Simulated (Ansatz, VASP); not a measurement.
**HgTe: VASP beside Ansatz**

```
Hg Te
1.0
     0.00000    3.25014    3.25014
     3.25014    0.00000    3.25014
     3.25014    3.25014    0.00000
Hg Te
1 1
Direct
  0.00000 0.00000 0.00000
  0.75000 0.75000 0.75000
```

Change from the starting cell: volume scaled by 1.025, PAW files.

Alike in both runs: task electric field gradients; functional LDA; k mesh 11 × 11 × 11; occupations fermi-dirac, width 0.03 eV; no spin polarisation.

```csv
,VASP,Ansatz
version,VASP 6.6.1,Ansatz 0.2.0
potentials or method,"VASP PAW LDA potentials, release 64 (Hg, Te)","PAW with Ansatz's default frozen-core files, scalar-relativistic"
plane-wave cutoff (eV),520,420
valence electrons in the cell,18,36
```

|  | VASP | Ansatz | Ansatz less VASP |
| --- | --- | --- | --- |
| pressure (GPa) | -1.1 | -1.3 | -0.24 |

LDA's correlation is that of Perdew and Zunger in VASP and of Perdew and Wang (1992) in Ansatz. VASP's potentials hold 18 valence electrons a cell and Ansatz's 36, so a difference there can come from the potentials and not from the codes.

Neither program's run includes spin-orbit coupling.
